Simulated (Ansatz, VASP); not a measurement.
**ZnCd2Te3 in VASP and in Ansatz**

```xyz
6
Lattice="4.9556 0.0000 0.0000 -2.4778 4.2917 0.0000 0.0000 0.0000 10.8657" Properties=species:S:1:pos:R:3 pbc="T T T"
Zn    0.0000    0.0000    0.0000
Cd    0.0000    2.8611    0.0000
Cd    2.4778    1.4306    0.0000
Te    0.0000    0.0000    2.6579
Te    0.0000    0.0000    8.2079
Te    0.0000    0.0000    5.4329
```

Alike in both runs: functional PBE; k mesh 6 × 6 × 2; occupations gaussian, width 0.1 eV; no spin polarisation.

Ansatz relaxed the structure, and its values are those at the end. VASP's run is a single point on that final structure, the one shown.

|  | VASP | Ansatz |
| --- | --- | --- |
| version | VASP 6.6.1 | Ansatz 0.2.0 |
| potentials or method | VASP PAW PBE potentials, release 64 (Zn, Cd, Te), cutoff 520 eV | scalar-relativistic, plane waves, PAW |
| valence electrons in the cell | 54 | 100 |

|  | VASP | Ansatz | Ansatz less VASP |
| --- | --- | --- | --- |
| gap on the k mesh at the Fermi level (eV) | none | none | - |
| pressure (GPa) | 0.2 | 0.1 | -0.08 |
| rms of the force components (eV/Å) | 0.003 | 0.009 | +0.0057 |

A gap of «none» marks a metal or a gap that the smearing closes. VASP's potentials hold 54 valence electrons a cell and Ansatz's 100, so a difference there can come from the potentials and not from the codes.

Neither program's run includes spin-orbit coupling.
